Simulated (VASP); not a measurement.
# As2Pt: relaxation of cell and atoms with PBE+D3(BJ)

As2Pt:

```
As Pt
1.0
     6.05921    0.00000    0.00000
     0.00000    6.05921    0.00000
     0.00000    0.00000    6.05921
As Pt
8 4
Direct
  0.38353 0.38353 0.38353
  0.11647 0.61647 0.88353
  0.88353 0.11647 0.61647
  0.61647 0.88353 0.11647
  0.61647 0.61647 0.61647
  0.88353 0.38353 0.11647
  0.11647 0.88353 0.38353
  0.38353 0.11647 0.88353
  0.00000 0.00000 0.00000
  0.50000 0.00000 0.50000
  0.50000 0.50000 0.00000
  0.00000 0.50000 0.50000
```

```
Program                : VASP 6.6.1
Task                   : relaxation of cell and atoms
Functional             : PBE
Dispersion             : D3(BJ)
Potentials or basis    : VASP PAW PBE potentials, release 64 (As, Pt)
Cutoff                 : 500 eV
k mesh                 : 6 × 6 × 6
Occupations            : gaussian, width 0.02 eV
Spin                   : no spin polarisation
Dipole correction      : no
Further INCAR settings : ALGO = Normal; EDIFF = 1e-07; IBRION = 2; EDIFFG = -0.02; NSW = 70; ISIF = 3
```

```yaml
Relaxed_volume: 17.92 Å³/atom
Relaxed_cell: a = 5.991 Å, b = 5.991 Å, c = 5.991 Å, α = 90.00°, β = 90.00°, γ = 90.00°
Space_group_after_relaxing_to_0.05_Å: Pa-3 (No. 205)
Energy_gained_by_relaxing: 9.3 meV/atom
Ionic_steps: 5
Pressure_after_relaxing: 0.1 GPa
Largest_force_after_relaxing: 0.010 eV/Å
Band_gap_on_the_k_mesh: 0.25 eV, indirect (least direct gap 0.97 eV)
Dispersion_energy_per_atom: -0.555 eV
```

Forces in eV/Å, atoms in the order of the input:
```
As  -0.006 -0.006 -0.006
As   0.006  0.006 -0.006
As  -0.006  0.006  0.006
As   0.006 -0.006  0.006
As   0.006  0.006  0.006
As  -0.006 -0.006  0.006
As   0.006 -0.006 -0.006
As  -0.006  0.006 -0.006
Pt   0.000  0.000  0.000
Pt   0.000  0.000  0.000
Pt   0.000  0.000  0.000
Pt   0.000  0.000  0.000
```

Step by step:
```csv
step,energy change (eV),largest force (eV/Å),pressure (GPa),volume (Å³)
1,0.0000,0.0440,-4.66,222.46
2,0.1121,0.1243,7.82,205.55
3,-0.1104,0.0786,-0.03,215.22
4,-0.1104,0.0793,0.07,215.07
5,-0.1116,0.0102,0.07,215.04
```

Final structure:
```yaml
crystal:
  lattice:
    - [5.99108, 0.00000, 0.00000]
    - [0.00000, 5.99108, 0.00000]
    - [0.00000, 0.00000, 5.99108]
  atoms:
    - { symbol: As, position: [0.38312, 0.38312, 0.38312] }
    - { symbol: As, position: [0.11688, 0.61688, 0.88312] }
    - { symbol: As, position: [0.88312, 0.11688, 0.61688] }
    - { symbol: As, position: [0.61688, 0.88312, 0.11688] }
    - { symbol: As, position: [0.61688, 0.61688, 0.61688] }
    - { symbol: As, position: [0.88312, 0.38312, 0.11688] }
    - { symbol: As, position: [0.11688, 0.88312, 0.38312] }
    - { symbol: As, position: [0.38312, 0.11688, 0.88312] }
    - { symbol: Pt, position: [0.00000, 0.00000, 0.00000] }
    - { symbol: Pt, position: [0.50000, 0.00000, 0.50000] }
    - { symbol: Pt, position: [0.50000, 0.50000, 0.00000] }
    - { symbol: Pt, position: [0.00000, 0.50000, 0.50000] }
```

Levels at points of the mesh, in eV from the valence-band top:
```tsv
k point	band 37	band 38	band 39	band 40	band 41	band 42	band 43	band 44
(0.00, 0.00, 0.00)	-2.46	-0.97	-0.97	-0.97	0.65	0.65	0.65	1.63
(0.50, 0.00, 0.00)	-1.24	-1.24	-0.85	-0.85	1.48	1.48	1.65	1.65
(0.50, 0.50, 0.00)	-0.58	-0.58	-0.58	-0.58	1.95	1.95	1.95	1.95
(0.50, 0.50, 0.50)	-0.72	-0.72	-0.72	-0.72	0.25	0.25	0.25	0.25
```

It took 11 min on 1 thread of Intel(R) Xeon(R) Platinum 8488C (Sapphire Rapids) (shared host), peak memory 0.47 GiB.

Caveat: spin-orbit coupling is left out, which moves the levels of the heavy elements. A k mesh can miss the band edges.
